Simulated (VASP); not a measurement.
Input of a VASP 6.6.1 run:

Contents of POSCAR:

```
ZnS
1.0
    3.8067217473      0.0000000000      0.0000000000
   -1.9033608736      3.2967177383      0.0000000000
    0.0000000000      0.0000000000      5.9959057460
Zn S
2 2
Direct
    0.3333333333      0.6666666667      0.0053880710
    0.6666666667      0.3333333333      0.5053880710
    0.3333333333      0.6666666667      0.3796119290
    0.6666666667      0.3333333333      0.8796119290
```

Contents of INCAR.step1:

```
SYSTEM = ZnS
  PREC = Accurate
  ENCUT = 520
  ISMEAR = 0
  SIGMA = 0.05
  LREAL = .FALSE.
  LASPH = .TRUE.
  NELM = 80
  NBANDS = 26
  GGA = PE
  ALGO = Normal
  EDIFF = 1E-4
  LWAVE = .TRUE.
  LCHARG = .FALSE.
```

INCAR.step2

```
SYSTEM = ZnS
  PREC = Accurate
  ENCUT = 520
  EDIFF = 1E-6
  ISMEAR = 0
  SIGMA = 0.05
  LREAL = .FALSE.
  LASPH = .TRUE.
  NELM = 80
  ALGO = Normal
  ISIF = 2
  LWAVE = .FALSE.
  LCHARG = .TRUE.
  METAGGA = R2SCAN
  LMIXTAU = .TRUE.
  LELF = .TRUE.
  LVHAR = .TRUE.
  NBANDS = 26
  ISTART = 1
```

The input KPOINTS:

```
regular mesh
0
G
  6 6 4
  0 0 0
```

Potentials or basis: VASP PAW PBE potentials, release 64 (Zn, S).

Launch:

```sh
$ cat potpaw_PBE.64/Zn/POTCAR potpaw_PBE.64/S/POTCAR > POTCAR
$ cp INCAR.step1 INCAR
$ mpirun -np 1 vasp_std > vasp.out
$ cp INCAR.step2 INCAR
$ mpirun -np 1 vasp_std > vasp.out
```

Estimate the largest force.

0.393 eV/Å.

Predict the pressure.

3.9 GPa.

Stress tensor (GPa, compression positive):
```
1.34 0.00 0.00
0.00 1.34 0.00
0.00 0.00 8.88
```

Caveat: the cell differs from its parent crystal (strain +0.000 along x and y, -0.040 along z); the cell stands under pressure; the PAW data sets were made with another functional, which shifts forces and pressure a little.
